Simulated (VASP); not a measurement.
Crystal: FeO.

```
CELL_PARAMETERS angstrom
2.62977 0.00000 0.00000
0.00000 2.62977 0.00000
0.00000 0.00000 2.62977
ATOMIC_POSITIONS crystal
Fe 0.00000 0.00000 0.00000
O 0.50000 0.50000 0.50000
```

Base run:

* Program: VASP 6.6.1
* Functional: PBE
* Potentials or basis: VASP PAW PBE potentials, release 64 (Fe_sv, O)
* Cutoff: 600 eV
* k mesh: 10 × 10 × 10
* Occupations: fermi-dirac, width 0.05 eV
* Spin: collinear spin, ferromagnetic start
* Starting moments: [3.0, 0.0] μB

Its results: band gap on the k mesh zero (filled and empty bands overlap); pressure 2.1 GPa; net moment 4.00 μB per cell; site moments Fe +3.41; O +0.36 μB.

Problem. The run is repeated on the same cell with these changes: potentials or basis from VASP PAW PBE potentials, release 64 (Fe_sv, O) to VASP PAW PBE potentials, release 64 (Fe, O); cutoff from 600 eV to 520 eV; further incar settings from ALGO = Normal; EDIFF = 1e-06; NBANDS = 22 to ALGO = Normal; EDIFF = 1e-06; NBANDS = 18; valence electrons from 22 to 14. What comes out?

Solution. Band gap on the k mesh zero (filled and empty bands overlap); pressure 4.7 GPa; net moment 4.00 μB per cell; site moments Fe +3.53; O +0.37 μB.

Caveats: a cell with one magnetic atom can't hold antiferromagnetic order, which such compounds often take; semilocal functionals often make such compounds metallic where correlation or magnetic order opens a gap, which also shifts bond lengths.
